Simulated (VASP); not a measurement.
Write the native input for VASP 6.6.1 that does the following.

* Task: single point
* Functional: PBE
* Potentials or basis: VASP PAW PBE potentials, release 64 (Si, C)
* Cutoff: 520 eV
* k mesh: 8 × 8 × 5
* Occupations: gaussian, width 0.01 eV
* Spin: no spin polarisation
* Dipole correction: no
* Further INCAR settings: ALGO = Normal; EDIFF = 1e-06; NBANDS = 16

The structure of SiC (Moissanite) lies in POSCAR:

```
SiC
1.0
    3.0919746679      0.0000000000      0.0000000000
   -1.5459873340      2.6777286103      0.0000000000
    0.0000000000      0.0000000000      5.0740555982
Si C
2 2
Direct
    0.3333333333      0.6666666667      0.0045741878
    0.6666666667      0.3333333333      0.5045741878
    0.3333333333      0.6666666667      0.3804258122
    0.6666666667      0.3333333333      0.8804258122
```

These files were run (other wordings do the same):

INCAR

```
SYSTEM = SiC
PREC = Accurate
ENCUT = 520
EDIFF = 1E-6
ISMEAR = 0
SIGMA = 0.01
LREAL = .FALSE.
LASPH = .TRUE.
NELM = 80
ALGO = Normal
ISIF = 2
LWAVE = .FALSE.
LCHARG = .FALSE.
GGA = PE
NBANDS = 16
```

KPOINTS

```
Automatic mesh
0
G
  8 8 5
  0 0 0
```

Potentials or basis: VASP PAW PBE potentials, release 64 (Si, C).

Command:

```sh
$ cat potpaw_PBE.64/Si/POTCAR potpaw_PBE.64/C/POTCAR > POTCAR
$ mpirun -np 1 vasp_std > vasp.out
```

It gave:

| Property | Result |
| --- | --- |
| Pressure | 0.0 GPa |
| Band gap on the k mesh | 2.55 eV, indirect (least direct gap 3.94 eV) |

It took 7 s on 1 thread of Intel(R) Xeon(R) 6975P-C (Granite Rapids), on a shared host, peak memory 0.15 GiB.
